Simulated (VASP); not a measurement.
The system is Fe.

```
Fe
1.0
     2.48583    0.00000    0.00000
    -1.24291    2.15279    0.00000
     0.00000    0.00000    8.14593
Fe
4
Direct
  0.00000 0.00000 0.00000
  0.00000 0.00000 0.50000
  0.33333 0.66667 0.25000
  0.66667 0.33333 0.75000
```

This isn't the form of Fe at room conditions, which is bcc.

Base run:

```yaml
Program: VASP 6.6.1
Functional: BLYP
Potentials_or_basis: VASP PAW PBE potentials, release 64 (Fe)
Cutoff: 520 eV
k_mesh: 19 × 19 × 5
Occupations: fermi-dirac, width 0.05 eV
Spin: collinear spin, ferrimagnetic start
Starting_moments: "[0.622, 0.622, -1.297, -1.297] μB"
```

Its results: pressure 0.4 GPa; net moment -1.29 μB per cell; site moments Fe +0.67, -1.31 (each value once) μB.

Question: The run is repeated on the same cell with these changes: k mesh from 19 × 19 × 5 to 16 × 16 × 5; moments at the start from [0.62, 0.62, -1.3, -1.3] to [1.44, -1.1, -0.94, -0.94]. What comes out?

Answer: Pressure 1.9 GPa; net moment -1.51 μB per cell; site moments Fe +1.47, -1.10, -0.93 (each value once) μB.

Caveats: the PAW data sets were made with another functional, which shifts forces and pressure a little.
